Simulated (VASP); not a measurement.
# SiNi (Pmmn) in VASP: single point with PBE

Aim: the single point of SiNi with PBE.

Everything below comes from runs of VASP 6.6.1. Logs are shortened: lines on timing, memory, paths and dates and some standing lists are left out, and cuts for length are marked.

## (1) The cell of the first run

The structure is orthorhombic, space group Pmmn (No. 59). The conventional cell has a = 3.027 Å, b = 3.273 Å, c = 4.698 Å, α = 90.00°, β = 90.00°, γ = 90.00°. Within 3.1 Å of Ni (site symmetry mm2) lie 6 Si at 2.34 to 2.40 Å and 6 Ni at 2.67 to 3.03 Å. Within 3.1 Å of Si (site symmetry mm2) lie 6 Ni at 2.34 to 2.40 Å and 6 Si at 2.68 to 3.03 Å.

## (2) Single point, PBE, collinear spin, ferromagnetic start

INCAR

```
SYSTEM = SiNi
PREC = Accurate ; ENCUT = 520
EDIFF = 1E-7 ; ISMEAR = 0
SIGMA = 0.05 ; LREAL = .FALSE.
LASPH = .TRUE. ; NELM = 150
ALGO = Normal ; ISIF = 2
LWAVE = .FALSE. ; LCHARG = .FALSE.
ISPIN = 2 ; MAGMOM = 3 3 0 0
LORBIT = 11 ; LMAXMIX = 4
GGA = PE ; NBANDS = 26
```

KPOINTS

```
regular mesh
0
G
  9 9 6
  0 0 0
```

POSCAR

```
SiNi
1.0
    3.0266200000      0.0000000000      0.0000000000
    0.0000000000      3.2735000000      0.0000000000
    0.0000000000      0.0000000000      4.6977600000
Ni Si
2 2
Direct
    0.5000000000      0.5000000000      0.3442200000
    0.0000000000      0.0000000000      0.6557800000
    0.5000000000      0.5000000000      0.8423000000
    0.0000000000      0.0000000000      0.1577000000
```

Potentials or basis: VASP PAW PBE potentials, release 64 (Ni, Si).

Started as:

```bash
$ cat potpaw_PBE.64/Ni/POTCAR potpaw_PBE.64/Si/POTCAR > POTCAR
$ mpirun -np 1 vasp_std > vasp.out
```

OUTCAR:

```text
SYSTEM = SiNi
   PREC = Accurate
   ENCUT = 520
   EDIFF = 1E-7
   ISMEAR = 0
   LREAL = .FALSE.
   LASPH = .TRUE.
   NELM = 150
   ISIF = 2
   ISPIN = 2
   LORBIT = 11
   GGA = PE

 ion  position               nearest neighbor table
   1  0.500  0.500  0.344-   3 2.34   3 2.36   4 2.40   4 2.40   4 2.40   4 2.40   2 2.67   2 2.67
                             2 2.67   2 2.67
   2  0.000  0.000  0.656-   4 2.34   4 2.36   3 2.40   3 2.40   3 2.40   3 2.40   1 2.67   1 2.67
                             1 2.67   1 2.67
   3  0.500  0.500  0.842-   1 2.34   1 2.36   2 2.40   2 2.40   2 2.40   2 2.40   4 2.68   4 2.68
                             4 2.68   4 2.68
   4  0.000  0.000  0.158-   2 2.34   2 2.36   1 2.40   1 2.40   1 2.40   1 2.40   3 2.68   3 2.68
                             3 2.68   3 2.68

  LATTYP: Found a simple orthorhombic cell.
 ALAT       =     3.0266200000
 B/A-ratio  =     1.0815695396
 C/A-ratio  =     1.5521472798

  Lattice vectors:

 A1 = (   3.0266200000,   0.0000000000,   0.0000000000)
 A2 = (   0.0000000000,   3.2735000000,   0.0000000000)
 A3 = (   0.0000000000,   0.0000000000,   4.6977600000)

Analysis of symmetry for initial positions (statically):
=====================================================================
 Subroutine PRICEL returns:
 Original cell was already a primitive cell.

 Routine SETGRP: Setting up the symmetry group for a
 simple orthorhombic supercell.

 Subroutine GETGRP returns: Found  8 space group operations
 (whereof  4 operations were pure point group operations)
 out of a pool of  8 trial point group operations.

The static configuration has the point symmetry C_2v.
 The point group associated with its full space group is D_2h.

Analysis of symmetry for dynamics (positions and initial velocities):
=====================================================================
 Subroutine PRICEL returns:
 Original cell was already a primitive cell.

 Routine SETGRP: Setting up the symmetry group for a
 simple orthorhombic supercell.

 Subroutine GETGRP returns: Found  8 space group operations
 (whereof  4 operations were pure point group operations)
 out of a pool of  8 trial point group operations.

The dynamic configuration has the point symmetry C_2v.
 The point group associated with its full space group is D_2h.

Analysis of structural, dynamic, and magnetic symmetry:
=====================================================================
 Subroutine PRICEL returns:
 Original cell was already a primitive cell.

 Routine SETGRP: Setting up the symmetry group for a
 simple orthorhombic supercell.

 Subroutine GETGRP returns: Found  8 space group operations
 (whereof  4 operations were pure point group operations)
 out of a pool of  8 trial point group operations.

The overall configuration has the point symmetry C_2v.
 The point group associated with its full space group is D_2h.

 Subroutine INISYM returns: Found  8 space group operations
 (whereof  4 operations are pure point group operations),
 and found     1 'primitive' translations

----------------------------------------------------------------------------------------

                                     Primitive cell

  volume of cell :      46.5437

  direct lattice vectors                    reciprocal lattice vectors
     3.026620000  0.000000000  0.000000000     0.330401570  0.000000000  0.000000000
     0.000000000  3.273500000  0.000000000     0.000000000  0.305483428  0.000000000
     0.000000000  0.000000000  4.697760000     0.000000000  0.000000000  0.212867409

  length of vectors
     3.026620000  3.273500000  4.697760000     0.330401570  0.305483428  0.212867409

  position of ions in fractional coordinates (direct lattice)
     0.500000000  0.500000000  0.344220000
     0.000000000  0.000000000  0.655780000
     0.500000000  0.500000000  0.842300000
     0.000000000  0.000000000  0.157700000

  ion indices of the primitive-cell ions
   primitive index   ion index
                 1           1
                 2           2
                 3           3
                 4           4

----------------------------------------------------------------------------------------

 KPOINTS: regular mesh

Automatic generation of k-mesh.
 Grid dimensions read from file:
 generate k-points for:    9    9    6
[... 25 lines left out ...]
  0.444444  0.000000  0.000000      2.000000
  0.000000  0.111111  0.000000      2.000000
[... 16 lines left out ...]
  0.222222  0.444444  0.000000      4.000000
  0.333333  0.444444  0.000000      4.000000
 [... further k-points ...]
   k-points           NKPTS =    100   k-points in BZ     NKDIM =    100   number of bands    NBANDS=     26
   number of dos      NEDOS =    301   number of ions     NIONS =      4
   total plane-waves  NPLWV =  20736
   dimension x,y,z NGX =    24 NGY =   24 NGZ =   36
   dimension x,y,z NGXF=    48 NGYF=   48 NGZF=   72
   ions per type =               2   2
   NGX,Y,Z   is equivalent  to a cutoff of  13.18, 12.19, 12.74 a.u.
   NGXF,Y,Z  is equivalent  to a cutoff of  26.37, 24.38, 25.48 a.u.
 SYSTEM =  SiNi
   PREC   = accura    normal or accurate (medium, high low for compatibility)
   ISTART =      0    job   : 0-new  1-cont  2-samecut
   ICHARG =      2    charge: 1-file 2-atom 10-const
   ISPIN  =      2    spin polarized calculation?
   LNONCOLLINEAR =      F non collinear calculations
   LSORBIT =      F    spin-orbit coupling
   LASPH  =      T    aspherical Exc in radial PAW
   ENCUT  =  520.0 eV  38.22 Ry    6.18 a.u.   5.63  6.09  8.73*2*pi/ulx,y,z
   NELM   =    150;   NELMIN=  2; NELMDL= -5     # of ELM steps
   EDIFF  = 0.1E-06   stopping-criterion for ELM
   LREAL  =      F    real-space projection
   EDIFFG = 0.1E-05   stopping-criterion for IOM
   NSW    =      0    number of steps for IOM
   IBRION =     -1    ionic relax: 0-MD 1-quasi-New 2-CG
   NFREE  =      0    steps in history (QN), initial steepest desc. (CG)
   ISIF   =      2    stress and relaxation
   ISYM   =      2    0-nonsym 1-usesym 2-fastsym
   POTIM  = 0.5000    time-step for ionic-motion
   TEBEG  =    0.0;   TEEND  =   0.0 temperature during run
   PSTRESS=    0.0 pullay stress
   NELECT =      28.0000    total number of electrons
   NUPDOWN=      -1.0000    fix difference up-down
   EMIN   =  10.00;   EMAX   =-10.00  energy-range for DOS
   EFERMI =   0.00;   METHOD = LEGACY
   ISMEAR =     0;   SIGMA  =   0.05  broadening in eV -4-tet -1-fermi 0-gaus
   EFERMI_NEDOS =   21; number of points for ismear=-14 and -15
   IALGO  =     38    algorithm
   IMIX   =      4    mixing-type and parameters
     AMIX     =   0.40;   BMIX     =  1.00
     AMIX_MAG =   1.60;   BMIX_MAG =  1.00
  volume/ion in A,a.u.               =      11.64        78.52
  Fermi-wavevector in a.u.,A,eV,Ry     =   1.381997  2.611596 25.985987  1.909916
  Thomas-Fermi vector in A             =   2.506729
   LORBIT       =     11    0 simple, 1 ext, 2 COOP (PROOUT), +10 PAW based schemes
   GGA     = PE    functional components
   LHFCALC =     F    Hartree Fock is set to
   AEXX    =    0.0000 exact exchange contribution
   IVDW    =     0    specifies the selected vdW correction
   LEPSILON=     F    determine dielectric tensor
   LRPA    =     F    only Hartree local field effects (RPA)
 spin polarized calculation
 Gauss-broadening in eV      SIGMA  =   0.05
  energy-cutoff  :      520.00
  volume of cell :       46.54
 maximum number of plane-waves:      1269
 NGX is ok and might be reduce to    24
   NGX = 11   NGY = 13   NGZ = 17

 number of electron      28.0000015 magnetization       0.0001320

 number of electron      28.0000015 magnetization      -0.0000029

 Free energy of the ion-electron system (eV)
  ---------------------------------------------------
  ext. energy  EPLUGINS =         0.00000000
  ---------------------------------------------------
  free energy    TOTEN  =       -23.60984878 eV

  energy without entropy =      -23.60775756  energy(sigma->0) =      -23.60880317

 E-fermi :  11.2847     XC(G=0): -12.4564

 val. band max:       11.2763257443   @ k =   0.4444   0.4444   0.3333
 cond. band min:      11.2922177813   @ k =   0.2222   0.2222   0.1667
 fundamental gap:      0.0158920370
 Fermi energy:        11.2847416937

 spin component 1

 k-point     1 :       0.0000    0.0000    0.0000
  band No.  band energies     occupation
      1      -2.5567      1.00000
      2       3.1838      1.00000
      3       4.8355      1.00000
      4       7.1531      1.00000
      5       7.7509      1.00000
      6       8.2944      1.00000
[... 685 lines left out ...]
     25      27.1088      0.00000
     26      28.0832      0.00000

 [... further k-points ...]

 spin component 2

 k-point     1 :       0.0000    0.0000    0.0000
  band No.  band energies     occupation
      1      -2.5567      1.00000
      2       3.1838      1.00000
      3       4.8355      1.00000
      4       7.1531      1.00000
      5       7.7509      1.00000
      6       8.2944      1.00000
[... 685 lines left out ...]
     25      27.1088      0.00000
     26      28.0832      0.00000

 [... further k-points ...]

------------------------ aborting loop because EDIFF is reached ----------------------------------------

  FORCE on cell =-STRESS in cart. coord.  units (eV):
  Direction    XX          YY          ZZ          XY          YZ          ZX
  --------------------------------------------------------------------------------------
  -------------------------------------------------------------------------------------
  Total        0.1051832      0.6532098      0.3680858      0.0000000      0.0000000      0.0000000
  in kB        3.6207267     22.4854819     12.6706405      0.0000000      0.0000000      0.0000000
  external PRESSURE =      12.9256164 kB  Pullay stress =       0.0000000 kB

 VOLUME and BASIS-vectors are now :
 -----------------------------------------------------------------------------
  energy-cutoff  :      520.00
  volume of cell :       46.54
      direct lattice vectors                 reciprocal lattice vectors
     3.026620000  0.000000000  0.000000000     0.330401570  0.000000000  0.000000000
     0.000000000  3.273500000  0.000000000     0.000000000  0.305483428  0.000000000
     0.000000000  0.000000000  4.697760000     0.000000000  0.000000000  0.212867409

 POSITION                                       TOTAL-FORCE (eV/Angst)
 -----------------------------------------------------------------------------------
      1.51331      1.63675      1.61706         0.000000      0.000000     -0.122715
      0.00000      0.00000      3.08070         0.000000      0.000000      0.122715
      1.51331      1.63675      3.95692         0.000000      0.000000      0.090731
      0.00000      0.00000      0.74084         0.000000      0.000000     -0.090731
 -----------------------------------------------------------------------------------
    total drift:                                0.000000      0.000000      0.000000

  FREE ENERGIE OF THE ION-ELECTRON SYSTEM (eV)
  ---------------------------------------------------
  free  energy   TOTEN  =       -23.6098487807 eV

  energy  without entropy=      -23.6077575633  energy(sigma->0) =      -23.60880317

 total charge

# of ion       s       p       d       tot
------------------------------------------
    1        0.473   0.597   8.461   9.531
    2        0.473   0.597   8.461   9.531
    3        0.750   0.852   0.000   1.603
    4        0.750   0.852   0.000   1.603
--------------------------------------------------
tot          2.447   2.898  16.922  22.267

 magnetization (x)

# of ion       s       p       d       tot
------------------------------------------
    1       -0.000  -0.000   0.000   0.000
    2       -0.000  -0.000   0.000   0.000
    3        0.000   0.000   0.000   0.000
    4        0.000   0.000   0.000   0.000
--------------------------------------------------
tot         -0.000  -0.000   0.000   0.000
```

Wall time 3.8 min (1 thread of Intel Xeon 8259CL, shared host); peak memory 0.29 GiB.

Results:

```yaml
Free_energy: -23.6098 eV
Pressure: 1.3 GPa
Largest_force: 0.123 eV/Å
Band_gap_on_the_k_mesh: zero (filled and empty bands overlap)
Net_moment: 0.00 μB per cell
Valence_electrons_inside_the_program's_atomic_spheres: Ni 9.53; Si 1.60
```

Forces on the atoms (eV/Å):
```
Ni   0.000  0.000 -0.123
Ni   0.000  0.000  0.123
Si   0.000  0.000  0.091
Si   0.000  0.000 -0.091
```

Stress tensor (GPa, compression positive):
```
0.36 0.00 0.00
0.00 2.25 0.00
0.00 0.00 1.27
```

Levels at points of the mesh, in eV from the Fermi level:
Spin up:
| k point | band 12 | band 13 | band 14 | band 15 | band 16 | band 17 |
| --- | --- | --- | --- | --- | --- | --- |
| (0.00, 0.00, 0.00) | -1.96 | -1.96 | -1.09 | 0.74 | 2.93 | 5.07 |
| (0.00, 0.00, 0.50) | -2.01 | 1.24 | 1.91 | 2.20 | 2.50 | 2.55 |
Spin down:
```
           k point  band 11  band 12  band 13  band 14  band 15  band 16  band 17  band 18
(0.00, 0.00, 0.00)    -2.33    -1.96    -1.96    -1.09     0.74     2.93     5.07     5.33
(0.00, 0.00, 0.50)    -2.68    -2.01     1.24     1.91     2.20     2.50     2.55     3.60
```
